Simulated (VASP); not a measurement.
# AgCl (Fm-3m) in VASP: single point with PBE+U

Aim: the single point of AgCl with PBE+U.

Program: VASP 6.6.1. These are calculated values, not measurements. Logs are shortened: lines on timing, memory, paths and dates and some standing lists are left out, and cuts for length are marked.

## Step 1: The cell of the first run

The structure is cubic, space group Fm-3m (No. 225). Conventional cell: a = 5.545 Å, b = 5.545 Å, c = 5.545 Å, α = 90.00°, β = 90.00°, γ = 90.00°. Within 3.7 Å of Ag (site symmetry m-3m) lie 6 Cl at 2.77 Å. Cl (site symmetry m-3m) has 6 Ag at 2.77 Å within 3.7 Å.

## Step 2: Single point, PBE+U

Input file INCAR:

```
SYSTEM = AgCl
PREC = Accurate
ENCUT = 630
EDIFF = 1E-6
ISMEAR = 0
SIGMA = 0.1
LREAL = .False.
LASPH = .True.
NELM = 200
ALGO = Normal
ISIF = 2
LWAVE = .False.
LCHARG = .True.
LMAXMIX = 4
LDAU = .True.
LDAUTYPE = 2
LDAUL = 2 -1
LDAUU = 1.7 0
LDAUJ = 0 0
LDAUPRINT = 1
GGA = PE
LELF = .True.
LVHAR = .True.
ISYM = 0
NBANDS = 20
GGA_COMPAT = .False.
```

Input file KPOINTS:

```
regular mesh
0
Gamma
  2 1 2
  0 0 0
```

Input file POSCAR:

```
AgCl
1.0
    0.0000000000      2.7726629968      2.7726629968
    2.7726629968      0.0000000000      2.7726629968
    2.7726629968      2.7726629968      0.0000000000
Ag Cl
1 1
Direct
    0.0000000000      0.0000000000      0.0000000000
    0.5000000000      0.5000000000      0.5000000000
```

Potentials or basis: VASP PAW PBE potentials, release 64 (Ag_sv_GW, Cl).

Launch:

```bash
$ cat potpaw_PBE.64/Ag_sv_GW/POTCAR potpaw_PBE.64/Cl/POTCAR > POTCAR
$ mpirun -np 1 vasp_std > vasp.out
```

OUTCAR:

```text
SYSTEM = AgCl
   PREC = Accurate
   ENCUT = 630
   EDIFF = 1E-6
   ISMEAR = 0
   LREAL = .False.
   LASPH = .True.
   NELM = 200
   ISIF = 2
   GGA = PE
   ISYM = 0

 ion  position               nearest neighbor table
   1  0.000  0.000  0.000-
   2  0.500  0.500  0.500-

IMPORTANT INFORMATION: All symmetrisations will be switched off!
NOSYMM: (Re-)initialisation of all symmetry stuff for point group C_1.

----------------------------------------------------------------------------------------

                                     Primitive cell

  volume of cell :      42.6306

  direct lattice vectors                    reciprocal lattice vectors
     0.000000000  2.772662997  2.772662997    -0.180332049  0.180332049  0.180332049
     2.772662997  0.000000000  2.772662997     0.180332049 -0.180332049  0.180332049
     2.772662997  2.772662997  0.000000000     0.180332049  0.180332049 -0.180332049

  length of vectors
     3.921137614  3.921137614  3.921137614     0.312344271  0.312344271  0.312344271

  position of ions in fractional coordinates (direct lattice)
     0.000000000  0.000000000  0.000000000
     0.500000000  0.500000000  0.500000000

  ion indices of the primitive-cell ions
   primitive index   ion index
                 1           1
                 2           2

----------------------------------------------------------------------------------------

 KPOINTS: regular mesh

Automatic generation of k-mesh.
 Grid dimensions read from file:
 generate k-points for:    2    1    2

 Generating k-lattice:

  Cartesian coordinates                     Fractional coordinates (reciprocal lattice)
    -0.090166025  0.090166025  0.090166025     0.500000000  0.000000000  0.000000000
     0.180332049 -0.180332049  0.180332049     0.000000000  1.000000000  0.000000000
     0.090166025  0.090166025 -0.090166025     0.000000000  0.000000000  0.500000000

  Length of vectors
     0.156172136  0.312344271  0.156172136

  Shift w.r.t. Gamma in fractional coordinates (k-lattice)
     0.000000000  0.000000000  0.000000000

 -----------------------------------------------------------------------------
|                                                                             |
|           W    W    AA    RRRRR   N    N  II  N    N   GGGG   !!!           |
|           W    W   A  A   R    R  NN   N  II  NN   N  G    G  !!!           |
|           W    W  A    A  R    R  N N  N  II  N N  N  G       !!!           |
|           W WW W  AAAAAA  RRRRR   N  N N  II  N  N N  G  GGG   !            |
|           WW  WW  A    A  R   R   N   NN  II  N   NN  G    G                |
|           W    W  A    A  R    R  N    N  II  N    N   GGGG   !!!           |
|                                                                             |
|     Your reciprocal lattice and k-lattice belong to different lattice       |
|     classes:                                                                |
|                                                                             |
|        The reciprocal lattice is body-centered cubic,                       |
|        whereas your k-lattice is base centered orthorhombic.                |
|                                                                             |
|     Results are often still useful ...                                      |
|                                                                             |
 -----------------------------------------------------------------------------

 WARNING: IBZKPT: internal override: KBLOWUP is changed to .FALSE.
      ... skipping the blow-up phase ...

 Subroutine IBZKPT returns following result:
 ===========================================

 Found      4 irreducible k-points:

 Following reciprocal coordinates:
            Coordinates               Weight
  0.000000  0.000000  0.000000      1.000000
  0.500000  0.000000  0.000000      1.000000
  0.000000  0.000000  0.500000      1.000000
  0.500000  0.000000  0.500000      1.000000
   k-points           NKPTS =      4   k-points in BZ     NKDIM =      4   number of bands    NBANDS=     20
   number of dos      NEDOS =    301   number of ions     NIONS =      2
   total plane-waves  NPLWV =  32768
   dimension x,y,z NGX =    32 NGY =   32 NGZ =   32
   dimension x,y,z NGXF=    64 NGYF=   64 NGZF=   64
   ions per type =               1   1
   NGX,Y,Z   is equivalent  to a cutoff of  13.57, 13.57, 13.57 a.u.
   NGXF,Y,Z  is equivalent  to a cutoff of  27.13, 27.13, 27.13 a.u.
 SYSTEM =  AgCl
   PREC   = accura    normal or accurate (medium, high low for compatibility)
   ISTART =      0    job   : 0-new  1-cont  2-samecut
   ICHARG =      2    charge: 1-file 2-atom 10-const
   ISPIN  =      1    spin polarized calculation?
   LNONCOLLINEAR =      F non collinear calculations
   LSORBIT =      F    spin-orbit coupling
   LASPH  =      T    aspherical Exc in radial PAW
   ENCUT  =  630.0 eV  46.30 Ry    6.80 a.u.   8.02  8.02  8.02*2*pi/ulx,y,z
   NELM   =    200;   NELMIN=  2; NELMDL= -5     # of ELM steps
   EDIFF  = 0.1E-05   stopping-criterion for ELM
   LREAL  =      F    real-space projection
   EDIFFG = 0.1E-04   stopping-criterion for IOM
   NSW    =      0    number of steps for IOM
   IBRION =     -1    ionic relax: 0-MD 1-quasi-New 2-CG
   NFREE  =      0    steps in history (QN), initial steepest desc. (CG)
   ISIF   =      2    stress and relaxation
   ISYM   =      0    0-nonsym 1-usesym 2-fastsym
   POTIM  = 0.5000    time-step for ionic-motion
   TEBEG  =    0.0;   TEEND  =   0.0 temperature during run
   PSTRESS=    0.0 pullay stress
   NELECT =      26.0000    total number of electrons
   NUPDOWN=      -1.0000    fix difference up-down
   EMIN   =  10.00;   EMAX   =-10.00  energy-range for DOS
   EFERMI =   0.00;   METHOD = LEGACY
   ISMEAR =     0;   SIGMA  =   0.10  broadening in eV -4-tet -1-fermi 0-gaus
   EFERMI_NEDOS =   21; number of points for ismear=-14 and -15
   IALGO  =     38    algorithm
   IMIX   =      4    mixing-type and parameters
     AMIX     =   0.40;   BMIX     =  1.00
     AMIX_MAG =   1.60;   BMIX_MAG =  1.00
  volume/ion in A,a.u.               =      21.32       143.84
  Fermi-wavevector in a.u.,A,eV,Ry     =   1.388328  2.623560 26.224626  1.927456
  Thomas-Fermi vector in A             =   2.512465
   LORBIT       =      0    0 simple, 1 ext, 2 COOP (PROOUT), +10 PAW based schemes
 LDA+U is selected, type is set to LDAUTYPE =  2
   angular momentum for each species LDAUL =     2   -1
   U (eV)           for each species LDAUU =   1.7  0.0
   J (eV)           for each species LDAUJ =   0.0  0.0
   GGA     = PE    functional components
   LHFCALC =     F    Hartree Fock is set to
   AEXX    =    0.0000 exact exchange contribution
   IVDW    =     0    specifies the selected vdW correction
   LEPSILON=     F    determine dielectric tensor
   LRPA    =     F    only Hartree local field effects (RPA)
 non-spin polarized calculation
 Gauss-broadening in eV      SIGMA  =   0.10
  energy-cutoff  :      630.00
  volume of cell :       42.63
 maximum number of plane-waves:      1538
   NGX = 17   NGY = 17   NGZ = 17

atom =   1  type =  1  l = 2

 onsite density matrix

spin component  1

  0.8780  0.0012 -0.0000 -0.0000  0.0000
  0.0012  0.8780 -0.0000  0.0000  0.0000
 -0.0000 -0.0000  0.8903 -0.0009  0.0014
 -0.0000  0.0000 -0.0009  0.8530 -0.0015
  0.0000  0.0000  0.0014 -0.0015  0.8919

spin component  2

  0.8780  0.0012 -0.0000 -0.0000  0.0000
  0.0012  0.8780 -0.0000  0.0000  0.0000
 -0.0000 -0.0000  0.8903 -0.0009  0.0014
 -0.0000  0.0000 -0.0009  0.8530 -0.0015
  0.0000  0.0000  0.0014 -0.0015  0.8919

 occupancies and eigenvectors

  o =  0.8529  v =  0.0000 -0.0000  0.0216  0.9991  0.0374  0.0000  0.0000  0.0000  0.0000  0.0000      0.0000  0.0000  0.0000  0.0000  0.0000  0.0000  0.0000  0.0000  0.0000  0.0000
  o =  0.8529  v =  0.0000  0.0000  0.0000  0.0000  0.0000  0.0000 -0.0000  0.0216  0.9991  0.0374      0.0000  0.0000  0.0000  0.0000  0.0000  0.0000  0.0000  0.0000  0.0000  0.0000
  o =  0.8768  v =  0.7071 -0.7071  0.0000 -0.0000 -0.0000  0.0000  0.0000  0.0000  0.0000  0.0000      0.0000  0.0000  0.0000  0.0000  0.0000  0.0000  0.0000  0.0000  0.0000  0.0000
  o =  0.8768  v =  0.0000  0.0000  0.0000  0.0000  0.0000  0.7071 -0.7071  0.0000 -0.0000 -0.0000      0.0000  0.0000  0.0000  0.0000  0.0000  0.0000  0.0000  0.0000  0.0000  0.0000
  o =  0.8793  v =  0.0000  0.0000  0.0000  0.0000  0.0000 -0.7071 -0.7071 -0.0000 -0.0000  0.0000      0.0000  0.0000  0.0000  0.0000  0.0000  0.0000  0.0000  0.0000  0.0000  0.0000
  o =  0.8793  v = -0.7071 -0.7071 -0.0000 -0.0000  0.0000  0.0000  0.0000  0.0000  0.0000  0.0000      0.0000  0.0000  0.0000  0.0000  0.0000  0.0000  0.0000  0.0000  0.0000  0.0000
  o =  0.8895  v =  0.0000  0.0000 -0.8659 -0.0000  0.5003  0.0000  0.0000  0.0000  0.0000  0.0000      0.0000  0.0000  0.0000  0.0000  0.0000  0.0000  0.0000  0.0000  0.0000  0.0000
  o =  0.8895  v =  0.0000  0.0000  0.0000  0.0000  0.0000  0.0000  0.0000 -0.8659 -0.0000  0.5003      0.0000  0.0000  0.0000  0.0000  0.0000  0.0000  0.0000  0.0000  0.0000  0.0000
  o =  0.8928  v =  0.0000  0.0000  0.0000  0.0000  0.0000 -0.0000 -0.0000  0.4998 -0.0432  0.8651      0.0000  0.0000  0.0000  0.0000  0.0000  0.0000  0.0000  0.0000  0.0000  0.0000
  o =  0.8928  v = -0.0000 -0.0000  0.4998 -0.0432  0.8651  0.0000  0.0000  0.0000  0.0000  0.0000      0.0000  0.0000  0.0000  0.0000  0.0000  0.0000  0.0000  0.0000  0.0000  0.0000

 number of electron      26.0000001 magnetization

 Free energy of the ion-electron system (eV)
  ---------------------------------------------------
  ext. energy  EPLUGINS =         0.00000000
  ---------------------------------------------------
  free energy    TOTEN  =        -1.24897843 eV

  energy without entropy =       -1.24897843  energy(sigma->0) =       -1.24897843

 E-fermi :   3.9420     XC(G=0):  -9.9268

 val. band max:        3.4300963901   @ k =   0.0000   0.0000   0.5000
 cond. band min:       4.4633565691   @ k =   0.0000   0.0000   0.0000
 fundamental gap:      1.0332601790
 Fermi energy:         3.9419564781

 k-point     1 :       0.0000    0.0000    0.0000
  band No.  band energies     occupation
      1     -86.1722      2.00000
      2     -49.7634      2.00000
      3     -49.7433      2.00000
      4     -49.6715      2.00000
      5     -11.2575      2.00000
      6       0.4672      2.00000
[... 12 lines left out ...]
     19      16.7458      0.00000
     20      16.7544      0.00000

 k-point     2 :       0.5000    0.0000    0.0000
  band No.  band energies     occupation
      1     -86.1722      2.00000
      2     -49.7656      2.00000
      3     -49.7438      2.00000
      4     -49.6729      2.00000
      5     -10.7782      2.00000
      6      -1.7062      2.00000
[... 12 lines left out ...]
     19      17.3295      0.00000
     20      17.3300      0.00000

 k-point     3 :       0.0000    0.0000    0.5000
  band No.  band energies     occupation
      1     -86.1722      2.00000
      2     -49.7656      2.00000
      3     -49.7438      2.00000
      4     -49.6729      2.00000
      5     -10.7782      2.00000
      6      -1.7062      2.00000
[... 12 lines left out ...]
     19      17.3295      0.00000
     20      17.3300      0.00000

 k-point     4 :       0.5000    0.0000    0.5000
  band No.  band energies     occupation
      1     -86.1722      2.00000
      2     -49.7647      2.00000
      3     -49.7445      2.00000
      4     -49.6743      2.00000
      5     -10.7740      2.00000
      6      -0.6279      2.00000
[... 12 lines left out ...]
     19      18.7688      0.00000
     20      18.8330      0.00000

------------------------ aborting loop because EDIFF is reached ----------------------------------------

  FORCE on cell =-STRESS in cart. coord.  units (eV):
  Direction    XX          YY          ZZ          XY          YZ          ZX
  --------------------------------------------------------------------------------------
  -------------------------------------------------------------------------------------
  Total        2.2489467      1.9710577      2.2490377     -0.0000620      0.0000020     -0.7828786
  in kB       84.5217521     74.0779002     84.5251714     -0.0023311      0.0000759    -29.4227842
  external PRESSURE =      81.0416079 kB  Pullay stress =       0.0000000 kB

 VOLUME and BASIS-vectors are now :
 -----------------------------------------------------------------------------
  energy-cutoff  :      630.00
  volume of cell :       42.63
      direct lattice vectors                 reciprocal lattice vectors
     0.000000000  2.772662997  2.772662997    -0.180332049  0.180332049  0.180332049
     2.772662997  0.000000000  2.772662997     0.180332049 -0.180332049  0.180332049
     2.772662997  2.772662997  0.000000000     0.180332049  0.180332049 -0.180332049

 POSITION                                       TOTAL-FORCE (eV/Angst)
 -----------------------------------------------------------------------------------
      0.00000      0.00000      0.00000        -0.000109      0.000075     -0.000071
      2.77266      2.77266      2.77266         0.000109     -0.000075      0.000071
 -----------------------------------------------------------------------------------
    total drift:                               -0.000348      0.000049     -0.000253

  FREE ENERGIE OF THE ION-ELECTRON SYSTEM (eV)
  ---------------------------------------------------
  free  energy   TOTEN  =        -1.2489784318 eV

  energy  without entropy=       -1.2489784318  energy(sigma->0) =       -1.24897843
```

Wall time 15 s (1 thread of AMD EPYC, shared host); peak memory 0.15 GiB.

What came out:

```yaml
Free_energy: -1.2490 eV
Pressure: 8.1 GPa
Band_gap_on_the_k_mesh: 1.03 eV (least direct gap 2.87 eV)
```

Levels at points of the mesh, in eV from the valence-band top:
```
           k point  band 10  band 11  band 12  band 13  band 14  band 15  band 16  band 17
(0.00, 0.00, 0.00)    -2.91    -1.95    -1.95    -1.84     1.03    10.86    10.89    10.98
(0.50, 0.00, 0.00)    -2.60    -2.19    -0.05     0.00     4.39     6.71     7.73     7.81
(0.00, 0.00, 0.50)    -2.60    -2.19    -0.05     0.00     4.39     6.71     7.73     7.81
(0.50, 0.00, 0.50)    -2.63    -2.51    -2.49    -2.37     2.40     8.09     8.89    11.60
```

Eigenvalues of the final occupation matrices:
| site | spin | trace | eigenvalues |
| --- | --- | --- | --- |
| site 1 d | 1 | 4.39 | 0.85 0.88 0.88 0.89 0.89 |
| site 1 d | 2 | 4.39 | 0.85 0.88 0.88 0.89 0.89 |

Caveat: the k points lie up to 1.60 Å⁻¹ apart, too coarse for converged energies, forces and pressures. A k mesh can miss the band edges.
